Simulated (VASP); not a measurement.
# HgTe (I-4m2) in VASP: a series of runs

The runs below take HgTe through single point, with PBE.

Everything below comes from runs of VASP 6.6.1. Logs are shortened: lines on timing, memory, paths and dates and some standing lists are left out, and cuts for length are marked.

## 1. The cell of the first run

Symmetry: I-4m2, No. 119, tetragonal system. The conventional cell has a = 4.490 Å, b = 4.490 Å, c = 6.254 Å, α = 90.00°, β = 90.00°, γ = 90.00°. Hg (site symmetry -4m2) has 4 Te at 2.74 Å within 3.6 Å. Te (site symmetry -4m2) has 4 Hg at 2.74 Å within 3.6 Å.

## 2. Single point, PBE (strain -0.015 along x and y, -0.030 along z)

The input, INCAR:

```
SYSTEM = HgTe
  PREC = Accurate
  ENCUT = 520
  EDIFF = 1E-6
  ISMEAR = 0
  SIGMA = 0.15
  LREAL = .False.
  LASPH = .True.
  NELM = 60
  ALGO = Normal
  ISIF = 2
  LWAVE = .False.
  LCHARG = .False.
  GGA = PE
  NBANDS = 16
```

The input, KPOINTS:

```
Automatic mesh
0
Gamma
  14 14 14
  0 0 0
```

The input, POSCAR:

```
HgTe
1.0
    0.0000000000      3.1751475000      3.1267950000
    3.1751475000      0.0000000000      3.1267950000
    3.1751475000      3.1751475000      0.0000000000
Hg Te
1 1
Direct
    0.0000000000      0.0000000000      0.0000000000
    0.7500000000      0.7500000000      0.7500000000
```

Potentials or basis: VASP PAW PBE potentials, release 64 (Hg, Te).

On the command line:

```
> cat potpaw_PBE.64/Hg/POTCAR potpaw_PBE.64/Te/POTCAR > POTCAR
> mpirun -np 1 vasp_std > vasp.out
```

OUTCAR:

```text
SYSTEM = HgTe
   PREC = Accurate
   ENCUT = 520
   EDIFF = 1E-6
   ISMEAR = 0
   LREAL = .False.
   LASPH = .True.
   NELM = 60
   ISIF = 2
   GGA = PE

 ion  position               nearest neighbor table
   1  0.000  0.000  0.000-   2 2.74   2 2.74   2 2.74   2 2.74
   2  0.750  0.750  0.750-   1 2.74   1 2.74   1 2.74   1 2.74

  LATTYP: Found a body centered tetragonal cell.
 ALAT       =     4.4903366570
 C/A-ratio  =     1.3926773152

  Lattice vectors:

 A1 = (   0.0000000000,  -3.1751475000,  -3.1267950000)
 A2 = (   0.0000000000,   3.1751475000,  -3.1267950000)
 A3 = (   3.1751475000,   0.0000000000,   3.1267950000)

Analysis of symmetry for initial positions (statically):
=====================================================================
 Subroutine PRICEL returns:
 Original cell was already a primitive cell.

 Routine SETGRP: Setting up the symmetry group for a
 body centered tetragonal supercell.

 Subroutine GETGRP returns: Found  8 space group operations
 (whereof  8 operations were pure point group operations)
 out of a pool of 16 trial point group operations.

The static configuration has the point symmetry D_2d.

Analysis of symmetry for dynamics (positions and initial velocities):
=====================================================================
 Subroutine PRICEL returns:
 Original cell was already a primitive cell.

 Routine SETGRP: Setting up the symmetry group for a
 body centered tetragonal supercell.

 Subroutine GETGRP returns: Found  8 space group operations
 (whereof  8 operations were pure point group operations)
 out of a pool of 16 trial point group operations.

The dynamic configuration has the point symmetry D_2d.

 Subroutine INISYM returns: Found  8 space group operations
 (whereof  8 operations are pure point group operations),
 and found     1 'primitive' translations

----------------------------------------------------------------------------------------

                                     Primitive cell

  volume of cell :      63.0460

  direct lattice vectors                    reciprocal lattice vectors
     0.000000000  3.175147500  3.126795000    -0.157472999  0.157472999  0.159908149
     3.175147500  0.000000000  3.126795000     0.157472999 -0.157472999  0.159908149
     3.175147500  3.175147500  0.000000000     0.157472999  0.157472999 -0.159908149

  length of vectors
     4.456277440  4.456277440  4.490336657     0.274164380  0.274164380  0.274164380

  position of ions in fractional coordinates (direct lattice)
     0.000000000  0.000000000  0.000000000
[... 80 lines left out ...]
   EDIFFG = 0.1E-04   stopping-criterion for IOM
   NSW    =      0    number of steps for IOM
   IBRION =     -1    ionic relax: 0-MD 1-quasi-New 2-CG
   NFREE  =      0    steps in history (QN), initial steepest desc. (CG)
   ISIF   =      2    stress and relaxation
   ISYM   =      2    0-nonsym 1-usesym 2-fastsym
   POTIM  = 0.5000    time-step for ionic-motion
   TEBEG  =    0.0;   TEEND  =   0.0 temperature during run
   PSTRESS=    0.0 pullay stress
   NELECT =      18.0000    total number of electrons
   NUPDOWN=      -1.0000    fix difference up-down
   EMIN   =  10.00;   EMAX   =-10.00  energy-range for DOS
   EFERMI =   0.00;   METHOD = LEGACY
   ISMEAR =     0;   SIGMA  =   0.15  broadening in eV -4-tet -1-fermi 0-gaus
   EFERMI_NEDOS =   21; number of points for ismear=-14 and -15
   IALGO  =     38    algorithm
   IMIX   =      4    mixing-type and parameters
     AMIX     =   0.40;   BMIX     =  1.00
     AMIX_MAG =   1.60;   BMIX_MAG =  1.00
  volume/ion in A,a.u.               =      31.52       212.73
  Fermi-wavevector in a.u.,A,eV,Ry     =   1.077986  2.037099 15.810712  1.162055
  Thomas-Fermi vector in A             =   2.213913
   LORBIT       =      0    0 simple, 1 ext, 2 COOP (PROOUT), +10 PAW based schemes
   GGA     = PE    functional components
   LHFCALC =     F    Hartree Fock is set to
   AEXX    =    0.0000 exact exchange contribution
   IVDW    =     0    specifies the selected vdW correction
   LEPSILON=     F    determine dielectric tensor
   LRPA    =     F    only Hartree local field effects (RPA)
 non-spin polarized calculation
 Gauss-broadening in eV      SIGMA  =   0.15
  energy-cutoff  :      520.00
  volume of cell :       63.05
 maximum number of plane-waves:      1721
 NGX is ok and might be reduce to    36
   NGX = 17   NGY = 17   NGZ = 17

 number of electron      18.0000000 magnetization

 Free energy of the ion-electron system (eV)
  ---------------------------------------------------
  ext. energy  EPLUGINS =         0.00000000
  ---------------------------------------------------
  free energy    TOTEN  =        -3.42523355 eV

  energy without entropy =       -3.42506356  energy(sigma->0) =       -3.42514855

 E-fermi :   3.9938     XC(G=0):  -9.0617

 val. band max:        3.8965087544   @ k =   0.0000   0.0000   0.0000
 cond. band min:       4.3048097287   @ k =   0.0714   0.0000   0.0000
 fundamental gap:      0.4083009744
 Fermi energy:         3.9937600923

 k-point     1 :       0.0000    0.0000    0.0000
  band No.  band energies     occupation
      1      -8.6539      2.00000
      2      -3.9269      2.00000
      3      -3.9269      2.00000
      4      -3.9228      2.00000
      5      -3.3151      2.00000
      6      -3.3019      2.00000
[... 433 lines left out ...]
      3      -3.7936      2.00000
      4      -3.7525      2.00000
      5      -3.3266      2.00000
      6      -3.2870      2.00000
[... 8 lines left out ...]
     15      12.9822      0.00000
     16      13.3303      0.00000

 [... further k-points ...]

------------------------ aborting loop because EDIFF is reached ----------------------------------------

  FORCE on cell =-STRESS in cart. coord.  units (eV):
  Direction    XX          YY          ZZ          XY          YZ          ZX
  --------------------------------------------------------------------------------------
  -------------------------------------------------------------------------------------
  Total        3.1078581      3.1078581      3.1575867      0.0000000     -0.0000000     -0.0000000
  in kB       78.9795304     78.9795304     80.2432766      0.0000000     -0.0000000     -0.0000000
  external PRESSURE =      79.4007791 kB  Pullay stress =       0.0000000 kB

 VOLUME and BASIS-vectors are now :
 -----------------------------------------------------------------------------
  energy-cutoff  :      520.00
  volume of cell :       63.05
      direct lattice vectors                 reciprocal lattice vectors
     0.000000000  3.175147500  3.126795000    -0.157472999  0.157472999  0.159908149
     3.175147500  0.000000000  3.126795000     0.157472999 -0.157472999  0.159908149
     3.175147500  3.175147500  0.000000000     0.157472999  0.157472999 -0.159908149

 POSITION                                       TOTAL-FORCE (eV/Angst)
 -----------------------------------------------------------------------------------
      0.00000      0.00000      0.00000        -0.000000     -0.000000     -0.000000
      4.76272      4.76272      4.69019         0.000000      0.000000      0.000000
 -----------------------------------------------------------------------------------
    total drift:                                0.000000      0.000000     -0.000000

  FREE ENERGIE OF THE ION-ELECTRON SYSTEM (eV)
  ---------------------------------------------------
  free  energy   TOTEN  =        -3.4252335517 eV

  energy  without entropy=       -3.4250635566  energy(sigma->0) =       -3.42514855
```

OSZICAR:

```text
N       E                     dE             d eps       ncg     rms          rms(c)
DAV:   1     0.106745258940E+03    0.10675E+03   -0.82018E+03  7880   0.985E+02
DAV:   2    -0.704300153234E-01   -0.10682E+03   -0.10022E+03  9120   0.232E+02
DAV:   3    -0.361783659744E+01   -0.35474E+01   -0.35399E+01  9584   0.436E+01
DAV:   4    -0.365013929201E+01   -0.32303E-01   -0.32301E-01 11648   0.381E+00
DAV:   5    -0.365025263797E+01   -0.11335E-03   -0.11335E-03 10232   0.188E-01    0.895E+00
DAV:   6    -0.343594118828E+01    0.21431E+00   -0.41309E-01  9344   0.904E+00    0.690E+00
DAV:   7    -0.342634335666E+01    0.95978E-02   -0.11297E-01  9008   0.238E+00    0.229E+00
DAV:   8    -0.342518584540E+01    0.11575E-02   -0.13363E-02  8688   0.136E+00    0.615E-01
DAV:   9    -0.342519188112E+01   -0.60357E-05   -0.78414E-04 10280   0.324E-01    0.161E-01
DAV:  10    -0.342522083402E+01   -0.28953E-04   -0.86813E-05  9888   0.811E-02    0.522E-02
DAV:  11    -0.342523653814E+01   -0.15704E-04   -0.40690E-05  9560   0.538E-02    0.492E-02
DAV:  12    -0.342523398106E+01    0.25571E-05   -0.50036E-06  8744   0.236E-02    0.226E-02
DAV:  13    -0.342523355168E+01    0.42938E-06   -0.13461E-06  8336   0.666E-03
   1 F= -.34252336E+01 E0= -.34251486E+01  d E =-.169995E-03
```

stdout:

```text
POSCAR found type information on POSCAR HgTe
 POSCAR found :  2 types and       2 ions
 scaLAPACK will be used
 LDA part: xc-table for (Slater+PW92), standard interpolation
 POSCAR, INCAR and KPOINTS ok, starting setup
 FFT: planning ... GRIDC
 FFT: planning ... GRID_SOFT
 FFT: planning ... GRID
 WAVECAR not read
 entering main loop
```

Run time: 7.1 min. Hardware: 1 thread of AMD EPYC, shared host; peak memory 0.37 GiB.

Results:

| Item | Value |
| --- | --- |
| Free energy | -3.4252 eV |
| Pressure | 7.9 GPa |

Caveat: the cell differs from its parent crystal (strain -0.015 along x and y, -0.030 along z); the cell stands under pressure; spin-orbit coupling is left out, which moves the levels of the heavy elements.

## 3. Single point, PBE (strain -0.030 along x and y, +0.015 along z)

The input, INCAR:

```
PREC = Accurate
ENCUT = 520
EDIFF = 1E-6
ISMEAR = 0
SIGMA = 0.15
LREAL = F
LASPH = T
NELM = 60
ALGO = Normal
ISIF = 2
LWAVE = F
LCHARG = F
GGA = PE
NBANDS = 16
```

The input, KPOINTS:

```
Automatic mesh
0
Gamma
  14 14 14
```

The input, POSCAR:

```
HgTe
1.0
    0.0000000000      3.1267950000      3.2718525000
    3.1267950000      0.0000000000      3.2718525000
    3.1267950000      3.1267950000      0.0000000000
Hg Te
1 1
Direct
    0.0000000000      0.0000000000      0.0000000000
    0.7500000000      0.7500000000      0.7500000000
```

Potentials or basis: VASP PAW PBE potentials, release 64 (Hg, Te).

On the command line:

```
> cat potpaw_PBE.64/Hg/POTCAR potpaw_PBE.64/Te/POTCAR > POTCAR
> mpirun -np 1 vasp_std > vasp.out
```

OUTCAR:

```text
PREC = Accurate
   ENCUT = 520
   EDIFF = 1E-6
   ISMEAR = 0
   LREAL = F
   LASPH = T
   NELM = 60
   ISIF = 2
   GGA = PE

 ion  position               nearest neighbor table
   1  0.000  0.000  0.000-   2 2.75   2 2.75   2 2.75   2 2.75
   2  0.750  0.750  0.750-   1 2.75   1 2.75   1 2.75   1 2.75

  LATTYP: Found a body centered tetragonal cell.
 ALAT       =     4.4219558958
 C/A-ratio  =     1.4798214081

  Lattice vectors:

 A1 = (  -3.1267950000,   0.0000000000,   3.2718525000)
 A2 = (   3.1267950000,   0.0000000000,   3.2718525000)
 A3 = (   0.0000000000,   3.1267950000,  -3.2718525000)

Analysis of symmetry for initial positions (statically):
=====================================================================
 Subroutine PRICEL returns:
 Original cell was already a primitive cell.

 Routine SETGRP: Setting up the symmetry group for a
 body centered tetragonal supercell.

 Subroutine GETGRP returns: Found  8 space group operations
 (whereof  8 operations were pure point group operations)
 out of a pool of 16 trial point group operations.

[... 162 lines left out ...]

 E-fermi :   3.8477     XC(G=0):  -8.9950

 val. band max:        3.7445424166   @ k =   0.0000   0.0000   0.0000
 cond. band min:       4.1172627421   @ k =   0.0714   0.0000   0.0000
 fundamental gap:      0.3727203255
 Fermi energy:         3.8477347299

 k-point     1 :       0.0000    0.0000    0.0000
  band No.  band energies     occupation
      1      -8.7018      2.00000
      2      -4.0021      2.00000
      3      -3.9886      2.00000
      4      -3.9886      2.00000
      5      -3.4170      2.00000
      6      -3.3795      2.00000
[... 433 lines left out ...]
      3      -3.8569      2.00000
      4      -3.8211      2.00000
      5      -3.4432      2.00000
      6      -3.3628      2.00000
[... 8 lines left out ...]
     15      12.7869      0.00000
     16      13.2764      0.00000

 [... further k-points ...]

------------------------ aborting loop because EDIFF is reached ----------------------------------------

  FORCE on cell =-STRESS in cart. coord.  units (eV):
  Direction    XX          YY          ZZ          XY          YZ          ZX
  --------------------------------------------------------------------------------------
  -------------------------------------------------------------------------------------
  Total        2.8156909      2.8156909      2.6112328      0.0000000      0.0000000     -0.0000000
  in kB       70.5136233     70.5136233     65.3933576      0.0000000      0.0000000     -0.0000000
  external PRESSURE =      68.8068681 kB  Pullay stress =       0.0000000 kB

 VOLUME and BASIS-vectors are now :
 -----------------------------------------------------------------------------
  energy-cutoff  :      520.00
  volume of cell :       63.98
      direct lattice vectors                 reciprocal lattice vectors
     0.000000000  3.126795000  3.271852500    -0.159908149  0.159908149  0.152818625
     3.126795000  0.000000000  3.271852500     0.159908149 -0.159908149  0.152818625
     3.126795000  3.126795000  0.000000000     0.159908149  0.159908149 -0.152818625

 POSITION                                       TOTAL-FORCE (eV/Angst)
 -----------------------------------------------------------------------------------
      0.00000      0.00000      0.00000        -0.000000     -0.000000     -0.000000
      4.69019      4.69019      4.90778         0.000000      0.000000      0.000000
 -----------------------------------------------------------------------------------
    total drift:                               -0.000000     -0.000000      0.000000

  FREE ENERGIE OF THE ION-ELECTRON SYSTEM (eV)
  ---------------------------------------------------
  free  energy   TOTEN  =        -3.4660151554 eV

  energy  without entropy=       -3.4658466441  energy(sigma->0) =       -3.46593090
```

It took 7.6 min on 1 thread of AMD EPYC, shared host; peak memory 0.37 GiB.

What came out:

- Free energy: -3.4660 eV
- Pressure: 6.9 GPa
- Band gap on the k mesh: zero (filled and empty bands touch)

Caveat: the cell differs from its parent crystal (strain -0.030 along x and y, +0.015 along z); the cell stands under pressure; semilocal functionals underestimate gaps, so a narrow gap can read as zero; spin-orbit coupling is left out, which moves the levels of the heavy elements.

## 4. Single point, PBE (strain +0.030 along x and y, +0.015 along z)

The input, INCAR:

```
SYSTEM = HgTe
ALGO     = Normal         ! electronic algorithm
EDIFF    = 1E-6           ! SCF threshold, eV
ENCUT    = 520            ! plane-wave cutoff, eV
GGA      = PE             ! functional
ISIF     = 2              ! what is computed and relaxed
ISMEAR   = 0              ! smearing method
LASPH    = .TRUE.         ! aspherical terms in the spheres
LCHARG   = .TRUE.         ! write CHGCAR
LELF     = .TRUE.         ! ELF
LREAL    = .FALSE.        ! projectors in reciprocal space
LVHAR    = .TRUE.       
LWAVE    = .FALSE.        ! write WAVECAR
NBANDS   = 16             ! bands
NELM     = 60             ! most SCF steps
PREC     = Accurate       ! precision mode
SIGMA    = 0.15           ! smearing width, eV
```

The input, KPOINTS:

```
k-points
0
G
  14 14 14
  0 0 0
```

The input, POSCAR:

```
HgTe
1.0
    0.0000000000      3.3202050000      3.2718525000
    3.3202050000      0.0000000000      3.2718525000
    3.3202050000      3.3202050000      0.0000000000
Hg Te
1 1
Direct
    0.0000000000      0.0000000000      0.0000000000
    0.7500000000      0.7500000000      0.7500000000
```

On the command line:

```
> cat potpaw_PBE.64/Hg/POTCAR potpaw_PBE.64/Te/POTCAR > POTCAR
> mpirun -np 1 vasp_std > vasp.out
```

It took 5 min on 1 thread of Intel Xeon 8259CL, shared host; peak memory 0.43 GiB.

The run converged. Its results:

```
Free energy : -3.6479 eV
Pressure    : 0.7 GPa
```

Stress tensor (GPa, compression positive):
```
0.67 0.00 0.00
0.00 0.67 0.00
0.00 0.00 0.88
```

Levels at points of the mesh, in eV from the Fermi level:
```
           k point  band 7  band 8  band 9  band 10  band 11  band 12
(0.00, 0.00, 0.00)   -1.01   -0.15   -0.15    -0.10     4.21     4.21
(0.50, 0.00, 0.00)   -5.20   -1.03   -0.96     0.57     4.92     5.00
(0.50, 0.50, 0.00)   -5.17   -2.17   -2.17     1.71     2.49     7.91
(0.50, 0.00, 0.50)   -5.24   -2.13   -2.10     1.81     2.55     7.82
```

Caveat: the cell differs from its parent crystal (strain +0.030 along x and y, +0.015 along z); spin-orbit coupling is left out, which moves the levels of the heavy elements.

## 5. Summary

```csv
cell,pressure (GPa)
"a = 4.456, b = 4.456, c = 4.490 Å, angles 59.7, 59.7, 60.5°, 2 atoms",7.9
"a = 4.526, b = 4.526, c = 4.422 Å, angles 60.8, 60.8, 58.5°, 2 atoms",6.9
"a = 4.661, b = 4.661, c = 4.695 Å, angles 59.8, 59.8, 60.5°, 2 atoms",0.7
```

Alike in all rows: task single point; level PBE; potentials or basis VASP PAW PBE potentials, release 64 (Hg, Te); no spin polarisation; k mesh 14 × 14 × 14; cutoff (eV) 520; smearing gaussian 0.15 eV.

Caveats: spin-orbit coupling is left out, which moves the levels of the heavy elements; the cell stands under pressure (at least some runs); semilocal functionals underestimate gaps, so a narrow gap can read as zero (at least some runs).

Total energies depend on the potentials used, so only differences within one code and one set of settings carry meaning.
